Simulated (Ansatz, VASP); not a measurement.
**One calculation of Cs2PdI6, two programs**

Contents of INCAR:

```
PREC     = Accurate       # precision mode
ENCUT    = 520            # plane-wave cutoff, eV
EDIFF    = 1E-6           # SCF threshold, eV
ISMEAR   = 0              # smearing method
SIGMA    = 0.05           # smearing width, eV
LREAL    = F              # projectors in reciprocal space
LASPH    = T              # aspherical terms in the spheres
NELM     = 150            # most SCF steps
ALGO     = Normal         # electronic algorithm
ISIF     = 2              # what is computed and relaxed
LWAVE    = F              # write WAVECAR
LCHARG   = F              # write CHGCAR
ISPIN    = 2              # spin polarisation
MAGMOM   = 0 0 0 0 0 0 0 0 0 # initial moments
LORBIT   = 11             # projections on sites
LMAXMIX  = 4              # l up to which the mixer works
GGA      = CA             # functional
NBANDS   = 49             # bands
```

File KPOINTS:

```
Automatic mesh
0
Gamma
  3 3 3
```

POSCAR

```
Cs2PdI6
1.0
    0.0000000000      5.6659979400      5.6659979400
    5.6659979400      0.0000000000      5.6659979400
    5.6659979400      5.6659979400      0.0000000000
Cs Pd I
2 1 6
Direct
    0.2500000000      0.2500000000      0.2500000000
    0.7500000000      0.7500000000      0.7500000000
    0.0000000000      0.0000000000      0.0000000000
    0.7550000000      0.2450000000      0.2450000000
    0.2450000000      0.7550000000      0.7550000000
    0.2450000000      0.7550000000      0.2450000000
    0.7550000000      0.2450000000      0.7550000000
    0.2450000000      0.2450000000      0.7550000000
    0.7550000000      0.7550000000      0.2450000000
```

Input for Ansatz:

```yaml
crystal:
  lattice:
    - [0.0, 5.66599794, 5.66599794]
    - [5.66599794, 0.0, 5.66599794]
    - [5.66599794, 5.66599794, 0.0]
  atoms:
    - { symbol: Cs, position: [0.25, 0.25, 0.25] }
    - { symbol: Cs, position: [0.75, 0.75, 0.75] }
    - { symbol: Pd, position: [0.0, 0.0, 0.0], spin: 2.0 }
    - { symbol: I, position: [0.755, 0.245, 0.245] }
    - { symbol: I, position: [0.245, 0.755, 0.755] }
    - { symbol: I, position: [0.245, 0.755, 0.245] }
    - { symbol: I, position: [0.755, 0.245, 0.755] }
    - { symbol: I, position: [0.245, 0.245, 0.755] }
    - { symbol: I, position: [0.755, 0.755, 0.245] }
basis:
  ecutwfc: 420
  ecutrho_ratio: 4
kpoints:
  mp_grid: { grid: [3, 3, 3] }
hamiltonian:
  xc: lda
  hubbard:
    sites:
      - { site: 2, l: d, u_eff: 0.0, starting_ns: [{ spin: up, occupation_matrix: s2up }, { spin: down, occupation_matrix: s2down }] }
    occupation_matrices:
      s2up:
        matrix:
          - [0.97, 0.0, 0.0, 0.0, 0.0]
          - [0.0, 0.97, 0.0, 0.0, 0.0]
          - [0.0, 0.0, 0.97, 0.0, 0.0]
          - [0.0, 0.0, 0.0, 0.02, 0.0]
          - [0.0, 0.0, 0.0, 0.0, 0.97]
      s2down:
        matrix:
          - [0.02, 0.0, 0.0, 0.0, 0.0]
          - [0.0, 0.02, 0.0, 0.0, 0.0]
          - [0.0, 0.0, 0.97, 0.0, 0.0]
          - [0.0, 0.0, 0.0, 0.02, 0.0]
          - [0.0, 0.0, 0.0, 0.0, 0.97]
    ns_hold: { iters: 12 }
scf:
  occupations: { method: gaussian, width: 0.05 }
  lower_state_search: "off"
  max_iter: 150
output:
  forces: true
  stress: true
  eigenvalues: true
  populations: true
  hubbard: { sites: [{ site: 2, l: d }] }
magnetization:
  spin_polarized: true
```

Alike in both runs: task single point; functional LDA; k mesh 3 × 3 × 3; occupations gaussian, width 0.05 eV; collinear spin.

|  | VASP | Ansatz |
| --- | --- | --- |
| version | VASP 6.6.1 | Ansatz 0.2.0 |
| potentials or method | VASP PAW LDA potentials, release 64 (Cs_sv, Pd, I), cutoff 520 eV | scalar-relativistic, plane waves, PAW |
| valence electrons in the cell | 70 | 138 |

|  | VASP | Ansatz | Ansatz less VASP |
| --- | --- | --- | --- |
| gap on the k mesh at the Fermi level (eV) | 0.03 | 0.04 | +0.004 |
| least direct gap on the mesh (eV) | 0.06 | 0.07 | +0.002 |
| pressure (GPa) | -2.8 | -2.8 | -0.02 |
| rms of the force components (eV/Å) | 0.315 | 0.317 | +0.0021 |
| net moment per atom (μB) | 0.00 | 0.00 | 0.000 |

LDA's correlation is that of Perdew and Zunger in VASP and of Perdew and Wang (1992) in Ansatz. Atom by atom the forces differ by 0.002 eV/Å (rms over components). VASP's potentials hold 70 valence electrons a cell and Ansatz's 138, so a difference there can come from the potentials and not from the codes. Ansatz's warnings: seeded moment not kept, specified occupation not kept, symmetry narrowed by occupation matrices.

Neither program's run includes spin-orbit coupling.
